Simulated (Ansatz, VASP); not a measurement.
One calculation of RuS2, two programs

File INCAR:

```
PREC     = Accurate       # precision mode
ENCUT    = 600            # plane-wave cutoff, eV
EDIFF    = 1E-7           # SCF threshold, eV
ISMEAR   = 0              # smearing method
SIGMA    = 0.1            # smearing width, eV
LREAL    = False          # projectors in reciprocal space
LASPH    = True           # aspherical terms in the spheres
NELM     = 80             # most SCF steps
ALGO     = Normal         # electronic algorithm
ISIF     = 3              # what is computed and relaxed
LWAVE    = False          # write WAVECAR
LCHARG   = False          # write CHGCAR
GGA      = PE             # functional
IBRION   = 2              # ionic algorithm
NSW      = 90             # ionic steps
EDIFFG   = -0.04          # ionic threshold
```

File KPOINTS:

```
Automatic mesh
0
Gamma
  6 6 2
```

POSCAR

```
RuS2
1.0
    2.9513420686      0.0000000000      0.0000000000
   -1.4756710343      2.5559372066      0.0000000000
    0.0000000000      0.0000000000     11.4795103915
Ru S
2 4
Direct
    0.3333333333      0.6666666667      0.2500000000
    0.6666666667      0.3333333333      0.7500000000
    0.3333333333      0.6666666667      0.6275000000
    0.6666666667      0.3333333333      0.1275000000
    0.3333333333      0.6666666667      0.8725000000
    0.6666666667      0.3333333333      0.3725000000
```

Input for Ansatz:

```yaml
crystal:
  lattice:
    - [2.9513420686, 0.0, 0.0]
    - [-1.4756710343, 2.5559372066, 0.0]
    - [0.0, 0.0, 11.4795103915]
  atoms:
    - { symbol: Ru, position: [0.3333333333, 0.6666666667, 0.25] }
    - { symbol: Ru, position: [0.6666666667, 0.3333333333, 0.75] }
    - { symbol: S, position: [0.3333333333, 0.6666666667, 0.6275] }
    - { symbol: S, position: [0.6666666667, 0.3333333333, 0.1275] }
    - { symbol: S, position: [0.3333333333, 0.6666666667, 0.8725] }
    - { symbol: S, position: [0.6666666667, 0.3333333333, 0.3725] }
basis:
  ecutwfc: 420
kpoints:
  mp_grid: { grid: [6, 6, 2] }
hamiltonian:
  xc: pbe
scf:
  occupations: { method: gaussian, width: 0.1 }
  lower_state_search: "off"
output:
  forces: true
  stress: true
  eigenvalues: true
relax:
  adjacent_minimum: "off"
  f_tol: 0.04
  max_steps: 70
  cell: { stress_tol: 0.4 }
```

Alike in both runs: task relaxation of cell and atoms; functional PBE; k mesh 6 × 6 × 2; occupations gaussian, width 0.1 eV; no spin polarisation.

```csv
,VASP,Ansatz
version,VASP 6.6.1,Ansatz 0.2.0
potentials or method,"VASP PAW PBE potentials, release 64 (Ru_pv, S), cutoff 600 eV","scalar-relativistic, plane waves, PAW"
valence electrons in the cell,52,56
```

Ansatz gave:

- gap on the k mesh at the Fermi level, each at its own relaxed structure (eV): none
- relaxed volume (Å³/atom): 18.95
- relaxed length of the cell vector where the two differ most in proportion (Å): 11.916

Problem. Estimate VASP's values.

Solution. gap on the k mesh at the Fermi level, each at its own relaxed structure (eV): none; relaxed volume (Å³/atom): 18.98; relaxed length of the cell vector where the two differ most in proportion (Å): 11.930.

A gap of «none» marks a metal or a gap that the smearing closes. VASP's potentials hold 52 valence electrons a cell and Ansatz's 56, so a difference there can come from the potentials and not from the codes.

The k mesh is coarse, so the values compare programs but aren't converged. Noted on VASP's run: the volume moved by over 15 % at a fixed basis, so the end points are rough.
